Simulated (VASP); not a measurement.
# Ta (Pm-3m) in VASP: a series of runs

The runs below take Ta through single point, with LDA.

All numbers are computed with VASP 6.6.1; they aren't measurements. Logs are shortened: lines on timing, memory, paths and dates and some standing lists are left out, and cuts for length are marked.

## 1. The cell of the first run

The structure is cubic, space group Pm-3m (No. 221). The conventional cell has a = 2.263 Å, b = 2.263 Å, c = 2.263 Å, α = 90.00°, β = 90.00°, γ = 90.00°. Within 3.0 Å of Ta (site symmetry m-3m) lie 6 Ta at 2.26 Å.

## 2. Single point, LDA (volume scaled by 0.6)

INCAR reads:

```
PREC = Accurate
ENCUT = 520
EDIFF = 1E-6
ISMEAR = -1
SIGMA = 0.05
LREAL = False
LASPH = True
NELM = 80
ALGO = Normal
ISIF = 2
LWAVE = False
LCHARG = False
GGA = CA
NBANDS = 12
```

KPOINTS reads:

```
Automatic mesh
0
Gamma
  14 14 14
```

POSCAR reads:

```
Ta
1.0
    2.2628938203      0.0000000000      0.0000000000
    0.0000000000      2.2628938203      0.0000000000
    0.0000000000      0.0000000000      2.2628938203
Ta
1
Direct
    0.0000000000      0.0000000000      0.0000000000
```

Potentials or basis: VASP PAW LDA potentials, release 64 (Ta_pv).

Run with:

```
$ cat potpaw_LDA.64/Ta_pv/POTCAR > POTCAR
$ mpirun -np 1 vasp_std > vasp.out
```

OUTCAR:

```text
PREC = Accurate
   ENCUT = 520
   EDIFF = 1E-6
   ISMEAR = -1
   LREAL = False
   LASPH = True
   NELM = 80
   ISIF = 2
   GGA = CA

 ion  position               nearest neighbor table
   1  0.000  0.000  0.000-

  LATTYP: Found a simple cubic cell.
 ALAT       =     2.2628938203

  Lattice vectors:

 A1 = (   2.2628938203,   0.0000000000,   0.0000000000)
 A2 = (   0.0000000000,   2.2628938203,   0.0000000000)
 A3 = (   0.0000000000,   0.0000000000,   2.2628938203)

Analysis of symmetry for initial positions (statically):
=====================================================================
 Subroutine PRICEL returns:
 Original cell was already a primitive cell.

 Routine SETGRP: Setting up the symmetry group for a
 simple cubic supercell.

 Subroutine GETGRP returns: Found 48 space group operations
 (whereof 48 operations were pure point group operations)
 out of a pool of 48 trial point group operations.

The static configuration has the point symmetry O_h .

Analysis of symmetry for dynamics (positions and initial velocities):
=====================================================================
 Subroutine PRICEL returns:
 Original cell was already a primitive cell.

 Routine SETGRP: Setting up the symmetry group for a
 simple cubic supercell.

 Subroutine GETGRP returns: Found 48 space group operations
 (whereof 48 operations were pure point group operations)
 out of a pool of 48 trial point group operations.

The dynamic configuration has the point symmetry O_h .

 Subroutine INISYM returns: Found 48 space group operations
 (whereof 48 operations are pure point group operations),
 and found     1 'primitive' translations

----------------------------------------------------------------------------------------

                                     Primitive cell

  volume of cell :      11.5876

  direct lattice vectors                    reciprocal lattice vectors
     2.262893820  0.000000000  0.000000000     0.441912029  0.000000000  0.000000000
     0.000000000  2.262893820  0.000000000     0.000000000  0.441912029  0.000000000
     0.000000000  0.000000000  2.262893820     0.000000000  0.000000000  0.441912029

  length of vectors
     2.262893820  2.262893820  2.262893820     0.441912029  0.441912029  0.441912029

  position of ions in fractional coordinates (direct lattice)
     0.000000000  0.000000000  0.000000000

  ion indices of the primitive-cell ions
   primitive index   ion index
                 1           1

----------------------------------------------------------------------------------------

 KPOINTS: Automatic mesh

Automatic generation of k-mesh.
 Grid dimensions read from file:
 generate k-points for:   14   14   14

 Generating k-lattice:

  Cartesian coordinates                     Fractional coordinates (reciprocal lattice)
     0.031565145  0.000000000  0.000000000     0.071428571  0.000000000  0.000000000
     0.000000000  0.031565145  0.000000000     0.000000000  0.071428571  0.000000000
     0.000000000  0.000000000  0.031565145     0.000000000  0.000000000  0.071428571

  Length of vectors
     0.031565145  0.031565145  0.031565145

  Shift w.r.t. Gamma in fractional coordinates (k-lattice)
     0.000000000  0.000000000  0.000000000

 Subroutine IBZKPT returns following result:
 ===========================================

 Found    120 irreducible k-points:

 Following reciprocal coordinates:
            Coordinates               Weight
  0.000000  0.000000  0.000000      1.000000
  0.071429  0.000000  0.000000      6.000000
  0.142857  0.000000  0.000000      6.000000
  0.214286  0.000000  0.000000      6.000000
  0.285714  0.000000  0.000000      6.000000
  0.357143  0.000000  0.000000      6.000000
[... 16 lines left out ...]
  0.285714  0.214286  0.000000     24.000000
  0.357143  0.214286  0.000000     24.000000
 [... further k-points ...]
   k-points           NKPTS =    120   k-points in BZ     NKDIM =    120   number of bands    NBANDS=     12
   number of dos      NEDOS =    301   number of ions     NIONS =      1
   total plane-waves  NPLWV =   5832
   dimension x,y,z NGX =    18 NGY =   18 NGZ =   18
   dimension x,y,z NGXF=    36 NGYF=   36 NGZF=   36
   ions per type =               1
   NGX,Y,Z   is equivalent  to a cutoff of  13.22, 13.22, 13.22 a.u.
   NGXF,Y,Z  is equivalent  to a cutoff of  26.45, 26.45, 26.45 a.u.
 SYSTEM =  unknown system
   PREC   = accura    normal or accurate (medium, high low for compatibility)
   ISTART =      0    job   : 0-new  1-cont  2-samecut
   ICHARG =      2    charge: 1-file 2-atom 10-const
   ISPIN  =      1    spin polarized calculation?
   LNONCOLLINEAR =      F non collinear calculations
   LSORBIT =      F    spin-orbit coupling
   LASPH  =      T    aspherical Exc in radial PAW
   ENCUT  =  520.0 eV  38.22 Ry    6.18 a.u.   4.21  4.21  4.21*2*pi/ulx,y,z
   NELM   =     80;   NELMIN=  2; NELMDL= -5     # of ELM steps
   EDIFF  = 0.1E-05   stopping-criterion for ELM
   LREAL  =      F    real-space projection
   EDIFFG = 0.1E-04   stopping-criterion for IOM
   NSW    =      0    number of steps for IOM
   IBRION =     -1    ionic relax: 0-MD 1-quasi-New 2-CG
   NFREE  =      0    steps in history (QN), initial steepest desc. (CG)
   ISIF   =      2    stress and relaxation
   ISYM   =      2    0-nonsym 1-usesym 2-fastsym
   POTIM  = 0.5000    time-step for ionic-motion
   TEBEG  =    0.0;   TEEND  =   0.0 temperature during run
   PSTRESS=    0.0 pullay stress
   NELECT =      11.0000    total number of electrons
   NUPDOWN=      -1.0000    fix difference up-down
   EMIN   =  10.00;   EMAX   =-10.00  energy-range for DOS
   EFERMI =   0.00;   METHOD = LEGACY
   ISMEAR =    -1;   SIGMA  =   0.05  broadening in eV -4-tet -1-fermi 0-gaus
   EFERMI_NEDOS =   21; number of points for ismear=-14 and -15
   IALGO  =     38    algorithm
   IMIX   =      4    mixing-type and parameters
     AMIX     =   0.40;   BMIX     =  1.00
     AMIX_MAG =   1.60;   BMIX_MAG =  1.00
  volume/ion in A,a.u.               =      11.59        78.20
  Fermi-wavevector in a.u.,A,eV,Ry     =   1.608946  3.040468 35.221513  2.588708
  Thomas-Fermi vector in A             =   2.704735
   LORBIT       =      0    0 simple, 1 ext, 2 COOP (PROOUT), +10 PAW based schemes
   GGA     = CA    functional components
   LHFCALC =     F    Hartree Fock is set to
   AEXX    =    0.0000 exact exchange contribution
   IVDW    =     0    specifies the selected vdW correction
   LEPSILON=     F    determine dielectric tensor
   LRPA    =     F    only Hartree local field effects (RPA)
 non-spin polarized calculation
  energy-cutoff  :      520.00
  volume of cell :       11.59
 maximum number of plane-waves:       322
 NGX is ok and might be reduce to    18
   NGX =  9   NGY =  9   NGZ =  9

 number of electron      10.9999997 magnetization

 Free energy of the ion-electron system (eV)
  ---------------------------------------------------
  ext. energy  EPLUGINS =         0.00000000
  ---------------------------------------------------
  free energy    TOTEN  =        -7.94107259 eV

  energy without entropy =       -7.93448149  energy(sigma->0) =       -7.93777704

 E-fermi :  10.2013     XC(G=0): -15.0833

 val. band max:       10.1938961999   @ k =   0.4286   0.2857   0.2143
 cond. band min:      10.2415909816   @ k =   0.5000   0.2857   0.2143
 fundamental gap:      0.0476947817
 Fermi energy:        10.2013138303

 k-point     1 :       0.0000    0.0000    0.0000
  band No.  band energies     occupation
      1     -21.5926      2.00000
      2     -21.5926      2.00000
      3     -21.5926      2.00000
      4       1.0328      2.00000
      5       4.0681      2.00000
      6       4.0681      2.00000
      7      21.3129      0.00000
      8      21.3129      0.00000
      9      21.3129      0.00000
     10      24.4396      0.00000
     11      31.5521      0.00000
     12      31.5521      0.00000

 k-point     2 :       0.0714    0.0000    0.0000
  band No.  band energies     occupation
      1     -21.9549      2.00000
      2     -21.5638      2.00000
      3     -21.5638      2.00000
      4       1.3399      2.00000
      5       4.1495      2.00000
      6       4.5458      2.00000
      7      20.5624      0.00000
      8      20.5624      0.00000
      9      21.3614      0.00000
     10      24.4368      0.00000
     11      30.3051      0.00000
     12      32.3069      0.00000

 k-point     3 :       0.1429    0.0000    0.0000
  band No.  band energies     occupation
      1     -22.8974      2.00000
      2     -21.4826      2.00000
      3     -21.4826      2.00000
      4       2.0295      2.00000
      5       4.3843      2.00000
      6       6.0135      2.00000
      7      18.8738      0.00000
      8      18.8738      0.00000
      9      21.4992      0.00000
     10      24.4276      0.00000
     11      27.9707      0.00000
     12      33.9755      0.00000

 k-point     4 :       0.2143    0.0000    0.0000
  band No.  band energies     occupation
      1     -24.1116      2.00000
      2     -21.3630      2.00000
      3     -21.3630      2.00000
      4       2.8392      2.00000
      5       4.7421      2.00000
      6       8.2226      2.00000
      7      16.9953      0.00000
      8      16.9953      0.00000
      9      21.7036      0.00000
     10      24.4018      0.00000
     11      25.8948      0.00000
     12      32.4232      0.00000

 k-point     5 :       0.2857    0.0000    0.0000
  band No.  band energies     occupation
      1     -25.3099      2.00000
      2     -21.2272      2.00000
      3     -21.2272      2.00000
      4       3.7254      2.00000
      5       5.1693      2.00000
      6      10.4346      0.01864
      7      15.3117      0.00000
      8      15.3117      0.00000
      9      21.9381      0.00000
     10      24.3221      0.00000
     11      24.8941      0.00000
     12      29.9622      0.00000

 k-point     6 :       0.3571    0.0000    0.0000
  band No.  band energies     occupation
      1     -26.2890      2.00000
      2     -21.1019      2.00000
      3     -21.1019      2.00000
      4       4.6420      2.00000
      5       5.5868      2.00000
      6      11.7177      0.00000
      7      14.0100      0.00000
      8      14.0100      0.00000
      9      22.1568      0.00000
     10      24.3826      0.00000
     11      25.5398      0.00000
     12      28.0822      0.00000

 k-point     7 :       0.4286    0.0000    0.0000
  band No.  band energies     occupation
      1     -26.9220      2.00000
      2     -21.0135      2.00000
      3     -21.0135      2.00000
      4       5.4223      2.00000
      5       5.8973      2.00000
      6      11.8976      0.00000
      7      13.1923      0.00000
      8      13.1923      0.00000
      9      22.3127      0.00000
     10      24.4085      0.00000
     11      26.8909      0.00000
     12      27.8757      0.00000

 k-point     8 :       0.5000    0.0000    0.0000
  band No.  band energies     occupation
      1     -27.1404      2.00000
      2     -20.9816      2.00000
      3     -20.9816      2.00000
      4       5.7520      2.00000
      5       6.0130      2.00000
      6      11.7911      0.00000
      7      12.9139      0.00000
      8      12.9139      0.00000
      9      22.3693      0.00000
     10      24.4116      0.00000
     11      26.4811      0.00000
     12      29.6265      0.00000
[... 166 lines left out ...]
 k-point    20 :       0.4286    0.1429    0.0000
  band No.  band energies     occupation
      1     -26.7557      2.00000
      2     -22.2139      2.00000
      3     -20.9108      2.00000
      4       5.9602      2.00000
      5       7.4355      2.00000
      6       8.8193      2.00000
      7      13.4870      0.00000
      8      15.9178      0.00000
      9      20.2614      0.00000
     10      24.4039      0.00000
     11      27.7484      0.00000
     12      29.6640      0.00000

 k-point    21 :       0.5000    0.1429    0.0000
  band No.  band energies     occupation
      1     -26.9723      2.00000
      2     -22.1763      2.00000
      3     -20.8794      2.00000
      4       6.2526      2.00000
      5       7.5711      2.00000
      6       8.4634      2.00000
      7      13.2119      0.00000
      8      16.0026      0.00000
      9      20.3335      0.00000
     10      24.4058      0.00000
     11      29.1231      0.00000
     12      29.1422      0.00000

 k-point    22 :       0.2143    0.2143    0.0000
  band No.  band energies     occupation
      1     -23.9234      2.00000
      2     -23.7003      2.00000
      3     -21.1393      2.00000
      4       4.3761      2.00000
      5       7.2028      2.00000
      6       9.8234      1.99896
      7      13.5061      0.00000
      8      17.0584      0.00000
      9      18.1564      0.00000
     10      24.4124      0.00000
     11      28.1664      0.00000
     12      29.8491      0.00000

 k-point    23 :       0.2857    0.2143    0.0000
  band No.  band energies     occupation
      1     -24.9943      2.00000
      2     -23.6248      2.00000
      3     -21.0071      2.00000
      4       4.9615      2.00000
      5       7.1026      2.00000
      6      10.9808      0.00000
      7      14.0577      0.00000
      8      15.8289      0.00000
      9      18.0749      0.00000
     10      24.4031      0.00000
     11      26.8921      0.00000
     12      30.5261      0.00000

 k-point    24 :       0.3571    0.2143    0.0000
  band No.  band energies     occupation
      1     -25.9512      2.00000
      2     -23.4645      2.00000
      3     -20.8853      2.00000
      4       5.4040      2.00000
      5       6.6963      2.00000
      6      11.1260      0.00000
      7      14.6084      0.00000
      8      15.9680      0.00000
      9      18.3310      0.00000
     10      24.3960      0.00000
     11      26.4566      0.00000
     12      31.7361      0.00000

 [... further k-points ...]
[... 5 lines left out ...]
  --------------------------------------------------------------------------------------
  -------------------------------------------------------------------------------------
  Total       17.3390499     17.3390499     17.3390499      0.0000000     -0.0000000      0.0000000
  in kB     2397.4157248   2397.4157248   2397.4157248      0.0000000     -0.0000000      0.0000000
  external PRESSURE =    2397.4157248 kB  Pullay stress =       0.0000000 kB

 VOLUME and BASIS-vectors are now :
 -----------------------------------------------------------------------------
  energy-cutoff  :      520.00
  volume of cell :       11.59
      direct lattice vectors                 reciprocal lattice vectors
     2.262893820  0.000000000  0.000000000     0.441912029  0.000000000  0.000000000
     0.000000000  2.262893820  0.000000000     0.000000000  0.441912029  0.000000000
     0.000000000  0.000000000  2.262893820     0.000000000  0.000000000  0.441912029

 POSITION                                       TOTAL-FORCE (eV/Angst)
 -----------------------------------------------------------------------------------
      0.00000      0.00000      0.00000         0.000000      0.000000      0.000000
 -----------------------------------------------------------------------------------
    total drift:                               -0.000000      0.000000      0.000000

  FREE ENERGIE OF THE ION-ELECTRON SYSTEM (eV)
  ---------------------------------------------------
  free  energy   TOTEN  =        -7.9410725917 eV

  energy  without entropy=       -7.9344814900  energy(sigma->0) =       -7.93777704
```

Run time: 5.8 s. Hardware: 1 thread of Intel Xeon Platinum 8559C (Emerald Rapids), shared host; peak memory 0.12 GiB.

What came out:

```yaml
Free_energy: -7.9411 eV
Pressure: 239.7 GPa
```

Levels at points of the mesh, in eV from the Fermi level:
```tsv
k point	band 3	band 4	band 5	band 6	band 7	band 8	band 9	band 10
(0.00, 0.00, 0.00)	-31.79	-9.17	-6.13	-6.13	11.11	11.11	11.11	14.24
(0.50, 0.00, 0.00)	-31.18	-4.45	-4.19	1.59	2.71	2.71	12.17	14.21
(0.50, 0.50, 0.00)	-30.62	-9.42	-1.95	4.53	4.53	9.97	9.97	14.18
(0.50, 0.50, 0.50)	-35.53	-6.37	-6.37	-6.37	6.35	14.15	17.64	17.64
```

Caveat: spin-orbit coupling is left out, which moves the levels of the heavy elements.

(Continued in part 2 of 2.)
